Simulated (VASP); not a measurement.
# AlCo (P4mm) in VASP: further runs

AlCo is run at these levels: PBE; tasks: single point.

Program: VASP 6.6.1. These are calculated values, not measurements. Logs are shortened: lines on timing, memory, paths and dates and some standing lists are left out, and cuts for length are marked.

**1. The cell of the first run**

Symmetry: P4mm, No. 99, tetragonal system. Conventional cell: a = 2.852 Å, b = 2.852 Å, c = 2.852 Å, α = 90.00°, β = 90.00°, γ = 90.00°. Within 3.1 Å of Al (site symmetry 4mm) lie 8 Co at 2.31 to 2.65 Å and 6 Al at 2.85 Å. Within 3.1 Å of Co (site symmetry 4mm) lie 8 Al at 2.31 to 2.65 Å and 6 Co at 2.85 Å.

**2. Single point, PBE (atoms displaced along a vibrational mode)**

INCAR

```
PREC = Accurate
ENCUT = 520
EDIFF = 1E-6
ISMEAR = 0
SIGMA = 0.15
LREAL = False
LASPH = True
NELM = 80
ALGO = Fast
ISIF = 2
LWAVE = False
LCHARG = True
GGA = PE
LELF = True
LVHAR = True
NBANDS = 20
```

KPOINTS

```
Automatic mesh
0
Gamma
  22 16 16
```

POSCAR

```
AlCo
1.0
   -2.8519023960      0.0000000000      0.0000000000
    0.0000000000      2.8519023960      2.8519023960
    0.0000000000      2.8519023960     -2.8519023960
Al Co
2 2
Direct
    0.0000000000     -0.0350643136      0.0350643136
    0.0000000000      0.4649356864      0.5350643136
    0.5000000000      0.5160535865     -0.0160535865
    0.5000000000      0.0160535865      0.4839464135
```

Potentials or basis: VASP PAW PBE potentials, release 64 (Al, Co).

The run is started by

```
$ cat potpaw_PBE.64/Al/POTCAR potpaw_PBE.64/Co/POTCAR > POTCAR
$ mpirun -np 1 vasp_std > vasp.out
```

OUTCAR:

```text
PREC = Accurate
   ENCUT = 520
   EDIFF = 1E-6
   ISMEAR = 0
   LREAL = False
   LASPH = True
   NELM = 80
   ISIF = 2
   GGA = PE

 ion  position               nearest neighbor table
   1  0.000  0.965  0.035-   3 2.31   4 2.31   3 2.31   4 2.31   3 2.65   3 2.65   4 2.65   4 2.65
                             2 2.85   2 2.85   2 2.85   2 2.85
   2  0.000  0.465  0.535-   3 2.31   4 2.31   3 2.31   4 2.31   4 2.65   4 2.65   3 2.65   3 2.65
                             1 2.85   1 2.85   1 2.85   1 2.85
   3  0.500  0.516  0.984-   1 2.31   2 2.31   1 2.31   2 2.31   2 2.65   2 2.65   1 2.65   1 2.65
                             4 2.85   4 2.85   4 2.85   4 2.85
   4  0.500  0.016  0.484-   1 2.31   2 2.31   1 2.31   2 2.31   1 2.65   1 2.65   2 2.65   2 2.65
                             3 2.85   3 2.85   3 2.85   3 2.85

  LATTYP: Found a simple tetragonal cell.
 ALAT       =     4.0331990470
 C/A-ratio  =     0.7071067812

  Lattice vectors:

 A1 = (   0.0000000000,   2.8519023960,   2.8519023960)
 A2 = (   0.0000000000,   2.8519023960,  -2.8519023960)
 A3 = (  -2.8519023960,   0.0000000000,   0.0000000000)

Analysis of symmetry for initial positions (statically):
=====================================================================
 Subroutine PRICEL returns following result:

  LATTYP: Found a simple cubic cell.
 ALAT       =     2.8519023960

  Lattice vectors:

 A1 = (  -2.8519023960,   0.0000000000,   0.0000000000)
 A2 = (   0.0000000000,   0.0000000000,   2.8519023960)
 A3 = (   0.0000000000,   2.8519023960,   0.0000000000)

   2 primitive cells build up your supercell.

 Routine SETGRP: Setting up the symmetry group for a
 simple tetragonal supercell.

 Subroutine GETGRP returns: Found  4 space group operations
 (whereof  4 operations were pure point group operations)
 out of a pool of 16 trial point group operations.

The static configuration has the point symmetry C_2v.

Analysis of symmetry for dynamics (positions and initial velocities):
=====================================================================
 Subroutine PRICEL returns following result:

  LATTYP: Found a simple cubic cell.
 ALAT       =     2.8519023960

  Lattice vectors:

 A1 = (  -2.8519023960,   0.0000000000,   0.0000000000)
 A2 = (   0.0000000000,   0.0000000000,   2.8519023960)
 A3 = (   0.0000000000,   2.8519023960,   0.0000000000)

   2 primitive cells build up your supercell.

 Routine SETGRP: Setting up the symmetry group for a
 simple tetragonal supercell.

 Subroutine GETGRP returns: Found  4 space group operations
 (whereof  4 operations were pure point group operations)
 out of a pool of 16 trial point group operations.

The dynamic configuration has the point symmetry C_2v.

 Subroutine INISYM returns: Found  4 space group operations
 (whereof  4 operations are pure point group operations),
 and found     2 'primitive' translations

----------------------------------------------------------------------------------------

                                     Primitive cell

  volume of cell :      23.1955

  direct lattice vectors                    reciprocal lattice vectors
    -2.851902396  0.000000000  0.000000000    -0.350643136  0.000000000  0.000000000
     0.000000000  0.000000000  2.851902396     0.000000000  0.000000000  0.350643136
     0.000000000  2.851902396  0.000000000     0.000000000  0.350643136  0.000000000

  length of vectors
     2.851902396  2.851902396  2.851902396     0.350643136  0.350643136  0.350643136

  position of ions in fractional coordinates (direct lattice)
     0.000000000  0.929871373  0.000000000
     0.500000000  0.532107173  0.500000000

  ion indices of the primitive-cell ions
   primitive index   ion index
                 1           1
                 2           3

----------------------------------------------------------------------------------------

 KPOINTS: Automatic mesh

Automatic generation of k-mesh.
 Grid dimensions read from file:
 generate k-points for:   22   16   16

 Generating k-lattice:

  Cartesian coordinates                     Fractional coordinates (reciprocal lattice)
    -0.015938324  0.000000000  0.000000000     0.045454545  0.000000000  0.000000000
     0.000000000  0.010957598  0.010957598     0.000000000  0.062500000  0.000000000
     0.000000000  0.010957598 -0.010957598     0.000000000  0.000000000  0.062500000

  Length of vectors
     0.015938324  0.015496384  0.015496384

  Shift w.r.t. Gamma in fractional coordinates (k-lattice)
     0.000000000  0.000000000  0.000000000

 Subroutine IBZKPT returns following result:
 ===========================================

 Found    876 irreducible k-points:

 Following reciprocal coordinates:
            Coordinates               Weight
  0.000000  0.000000  0.000000      1.000000
  0.045455  0.000000  0.000000      2.000000
  0.090909  0.000000  0.000000      2.000000
  0.136364  0.000000  0.000000      2.000000
  0.181818  0.000000  0.000000      2.000000
  0.227273  0.000000  0.000000      2.000000
[... 16 lines left out ...]
  0.454545  0.062500  0.000000      8.000000
  0.500000  0.062500  0.000000      4.000000
 [... further k-points ...]
   k-points           NKPTS =    876   k-points in BZ     NKDIM =    876   number of bands    NBANDS=     20
   number of dos      NEDOS =    301   number of ions     NIONS =      4
   total plane-waves  NPLWV =  21600
   dimension x,y,z NGX =    24 NGY =   30 NGZ =   30
   dimension x,y,z NGXF=    48 NGYF=   60 NGZF=   60
   ions per type =               2   2
   NGX,Y,Z   is equivalent  to a cutoff of  13.99, 12.37, 12.37 a.u.
   NGXF,Y,Z  is equivalent  to a cutoff of  27.98, 24.73, 24.73 a.u.
 SYSTEM =  unknown system
   PREC   = accura    normal or accurate (medium, high low for compatibility)
   ISTART =      0    job   : 0-new  1-cont  2-samecut
   ICHARG =      2    charge: 1-file 2-atom 10-const
   ISPIN  =      1    spin polarized calculation?
   LNONCOLLINEAR =      F non collinear calculations
   LSORBIT =      F    spin-orbit coupling
   LASPH  =      T    aspherical Exc in radial PAW
   ENCUT  =  520.0 eV  38.22 Ry    6.18 a.u.   5.30  7.50  7.50*2*pi/ulx,y,z
   NELM   =     80;   NELMIN=  2; NELMDL= -5     # of ELM steps
   EDIFF  = 0.1E-05   stopping-criterion for ELM
   LREAL  =      F    real-space projection
   EDIFFG = 0.1E-04   stopping-criterion for IOM
   NSW    =      0    number of steps for IOM
   IBRION =     -1    ionic relax: 0-MD 1-quasi-New 2-CG
   NFREE  =      0    steps in history (QN), initial steepest desc. (CG)
   ISIF   =      2    stress and relaxation
   ISYM   =      2    0-nonsym 1-usesym 2-fastsym
   POTIM  = 0.5000    time-step for ionic-motion
   TEBEG  =    0.0;   TEEND  =   0.0 temperature during run
   PSTRESS=    0.0 pullay stress
   NELECT =      24.0000    total number of electrons
   NUPDOWN=      -1.0000    fix difference up-down
   EMIN   =  10.00;   EMAX   =-10.00  energy-range for DOS
   EFERMI =   0.00;   METHOD = LEGACY
   ISMEAR =     0;   SIGMA  =   0.15  broadening in eV -4-tet -1-fermi 0-gaus
   EFERMI_NEDOS =   21; number of points for ismear=-14 and -15
   IALGO  =     68    algorithm
   IMIX   =      4    mixing-type and parameters
     AMIX     =   0.40;   BMIX     =  1.00
     AMIX_MAG =   1.60;   BMIX_MAG =  1.00
  volume/ion in A,a.u.               =      11.60        78.27
  Fermi-wavevector in a.u.,A,eV,Ry     =   1.314218  2.483511 23.499543  1.727168
  Thomas-Fermi vector in A             =   2.444486
   LORBIT       =      0    0 simple, 1 ext, 2 COOP (PROOUT), +10 PAW based schemes
   GGA     = PE    functional components
   LHFCALC =     F    Hartree Fock is set to
   AEXX    =    0.0000 exact exchange contribution
   IVDW    =     0    specifies the selected vdW correction
   LEPSILON=     F    determine dielectric tensor
   LRPA    =     F    only Hartree local field effects (RPA)
 non-spin polarized calculation
 RMM-DIIS sequential band-by-band and
 Gauss-broadening in eV      SIGMA  =   0.15
  energy-cutoff  :      520.00
  volume of cell :       46.39
 maximum number of plane-waves:      1270
 NGX is ok and might be reduce to    24
   NGX = 11   NGY = 15   NGZ = 15

 number of electron      23.9999994 magnetization

 Free energy of the ion-electron system (eV)
  ---------------------------------------------------
  ext. energy  EPLUGINS =         0.00000000
  ---------------------------------------------------
  free energy    TOTEN  =       -23.37002502 eV

  energy without entropy =      -23.35135308  energy(sigma->0) =      -23.36068905

 E-fermi :  10.5012     XC(G=0): -12.2324

 val. band max:       10.5005090194   @ k =   0.5000   0.3750   0.3125
 cond. band min:      10.5014648915   @ k =   0.1818   0.0625   0.0625
 fundamental gap:      0.0009558722
 Fermi energy:        10.5011605811

 k-point     1 :       0.0000    0.0000    0.0000
  band No.  band energies     occupation
      1      -0.4990      2.00000
      2       5.3311      2.00000
      3       7.1002      2.00000
      4       7.4553      2.00000
      5       7.5657      2.00000
      6       7.8617      2.00000
[... 12 lines left out ...]
     19      19.3901      0.00000
     20      19.4475      0.00000

 k-point     2 :       0.0455    0.0000    0.0000
  band No.  band energies     occupation
      1      -0.4597      2.00000
      2       5.3529      2.00000
      3       7.1267      2.00000
      4       7.4555      2.00000
      5       7.5738      2.00000
      6       7.7855      2.00000
[... 12 lines left out ...]
     19      19.4313      0.00000
     20      19.7641      0.00000
[... 465 lines left out ...]
      3       6.5030      2.00000
      4       6.6240      2.00000
      5       6.6766      2.00000
      6       8.0973      2.00000
[... 12 lines left out ...]
     19      16.8408      0.00000
     20      18.8959      0.00000

 k-point    24 :       0.5000    0.0625    0.0000
  band No.  band energies     occupation
      1       3.7809      2.00000
      2       3.9972      2.00000
      3       6.5109      2.00000
      4       6.6412      2.00000
      5       6.6563      2.00000
      6       8.1103      2.00000
[... 12 lines left out ...]
     19      16.6536      0.00000
     20      18.9263      0.00000

 [... further k-points ...]

------------------------ aborting loop because EDIFF is reached ----------------------------------------

  FORCE on cell =-STRESS in cart. coord.  units (eV):
  Direction    XX          YY          ZZ          XY          YZ          ZX
  --------------------------------------------------------------------------------------
  -------------------------------------------------------------------------------------
  Total        2.2494301      2.2494785      0.7858863      0.0000000      0.0000000      0.0000000
  in kB       77.6871381     77.6888093     27.1416555      0.0000000      0.0000000      0.0000000
  external PRESSURE =      60.8392010 kB  Pullay stress =       0.0000000 kB

 VOLUME and BASIS-vectors are now :
 -----------------------------------------------------------------------------
  energy-cutoff  :      520.00
  volume of cell :       46.39
      direct lattice vectors                 reciprocal lattice vectors
    -2.851902396  0.000000000  0.000000000    -0.350643136  0.000000000  0.000000000
     0.000000000  2.851902396  2.851902396     0.000000000  0.175321568  0.175321568
     0.000000000  2.851902396 -2.851902396     0.000000000  0.175321568 -0.175321568

 POSITION                                       TOTAL-FORCE (eV/Angst)
 -----------------------------------------------------------------------------------
      0.00000      2.85190      2.65190        -0.000000      0.000000      2.105126
      0.00000      2.85190     -0.20000        -0.000000      0.000000      2.105126
     -1.42595      4.27785     -1.33438         0.000000      0.000000     -2.105126
     -1.42595      1.42595     -1.33438         0.000000      0.000000     -2.105126
 -----------------------------------------------------------------------------------
    total drift:                               -0.000000     -0.000001      0.001370

  FREE ENERGIE OF THE ION-ELECTRON SYSTEM (eV)
  ---------------------------------------------------
  free  energy   TOTEN  =       -23.3700250159 eV

  energy  without entropy=      -23.3513530847  energy(sigma->0) =      -23.36068905
```

It took 15 min on 1 thread of Oxide Virtual Turin-like, shared host; peak memory 0.72 GiB.

What came out:

```yaml
Free_energy: -23.3700 eV
Pressure: 6.1 GPa
Largest_force: 2.105 eV/Å
Band_gap_on_the_k_mesh: zero (bands 12 and 13 overlap by 0.99 eV)
```

Forces on the atoms (eV/Å):
```
Al   0.000  0.000  2.105
Al   0.000  0.000  2.105
Co   0.000  0.000 -2.105
Co   0.000  0.000 -2.105
```

Levels at points of the mesh, in eV from the Fermi level:
```
           k point  band 9  band 10  band 11  band 12  band 13  band 14  band 15  band 16
(0.00, 0.00, 0.00)   -1.48    -0.93    -0.83    -0.83    -0.23     2.47     3.38     6.03
(0.50, 0.00, 0.00)   -0.73    -0.23    -0.18     0.14     2.22     2.22     2.59     3.58
(0.00, 0.50, 0.00)   -1.36    -1.36    -1.18    -1.18     1.73     1.73     3.49     3.49
(0.50, 0.50, 0.00)   -1.48    -1.48    -0.68    -0.68     0.22     0.22     5.68     5.68
(0.00, 0.50, 0.50)   -1.67    -1.67    -0.82    -0.73     0.14     0.25     8.58     8.67
(0.50, 0.50, 0.50)   -1.61    -1.48    -1.30    -1.30    -0.27    -0.23     2.36     2.47
```

Caveat: the cell differs from its parent crystal (atoms displaced along a vibrational mode); the stress differs along the axes, from 3 to 8 GPa; the run has no spin polarisation, though such a crystal can be magnetic; forces of over 1 eV/Å act on the atoms, so gaps and moduli don't describe the material at rest. Spin polarisation is off, so any magnetic state and its effect on volume and gap are missing.

**3. Single point, PBE (atoms displaced along a vibrational mode)**

INCAR

```
SYSTEM = AlCo
ALGO     = Fast           ! electronic algorithm
EDIFF    = 1E-7           ! SCF threshold, eV
ENCUT    = 520            ! plane-wave cutoff, eV
GGA      = PE             ! functional
ISIF     = 2              ! what is computed and relaxed
ISMEAR   = 0              ! smearing method
LASPH    = .TRUE.         ! aspherical terms in the spheres
LCHARG   = .FALSE.        ! write CHGCAR
LREAL    = .FALSE.        ! projectors in reciprocal space
LWAVE    = .FALSE.        ! write WAVECAR
NBANDS   = 20             ! bands
NELM     = 100            ! most SCF steps
PREC     = Accurate       ! precision mode
SIGMA    = 0.15           ! smearing width, eV
```

KPOINTS

```
k-points
0
G
  22 16 16
  0 0 0
```

POSCAR

```
AlCo
1.0
   -2.8519023960      0.0000000000      0.0000000000
    0.0000000000      2.8519023960      2.8519023960
    0.0000000000      2.8519023960     -2.8519023960
Al Co
2 2
Direct
    0.0000000000      0.0262982352     -0.0262982352
    0.0000000000      0.5262982352      0.4737017648
    0.5000000000      0.4879598101      0.0120401899
    0.5000000000     -0.0120401899      0.5120401899
```

Potentials or basis: VASP PAW PBE potentials, release 64 (Al, Co).

The run is started by

```
$ cat potpaw_PBE.64/Al/POTCAR potpaw_PBE.64/Co/POTCAR > POTCAR
$ mpirun -np 1 vasp_std > vasp.out
```

Run time: 21 min. Hardware: 1 thread of Oxide Virtual Turin-like, shared host; peak memory 0.72 GiB.

Results (log left out):

```yaml
Free_energy: -23.6391 eV
Pressure: 3.3 GPa
Largest_force: 1.585 eV/Å
Band_gap_on_the_k_mesh: zero (bands 12 and 13 overlap by 0.98 eV)
```

Forces in eV/Å, atoms in the order of the input:
```
Al   0.000  0.000 -1.585
Al   0.000  0.000 -1.585
Co   0.000  0.000  1.585
Co   0.000  0.000  1.585
```

Stress tensor (GPa, compression positive):
```
4.20 0.00 0.00
0.00 4.20 0.00
0.00 0.00 1.41
```

Levels at points of the mesh, in eV from the Fermi level:
```
           k point  band 10  band 11  band 12  band 13  band 14  band 15
(0.00, 0.00, 0.00)    -0.89    -0.83    -0.83    -0.23     2.45     3.41
(0.50, 0.00, 0.00)    -0.21    -0.19     0.16     2.30     2.30     2.51
(0.00, 0.50, 0.00)    -1.32    -1.18    -1.18     1.71     1.71     3.46
(0.50, 0.50, 0.00)    -1.50    -0.67    -0.67     0.24     0.24     5.78
(0.00, 0.50, 0.50)    -1.68    -0.78    -0.73     0.16     0.22     8.50
(0.50, 0.50, 0.50)    -1.49    -1.37    -1.37    -0.25    -0.23     2.39
```

Caveat: the cell differs from its parent crystal (atoms displaced along a vibrational mode); the cell stands under pressure; the run has no spin polarisation, though such a crystal can be magnetic; forces of over 1 eV/Å act on the atoms, so gaps and moduli don't describe the material at rest. Spin polarisation is off, so any magnetic state and its effect on volume and gap are missing.
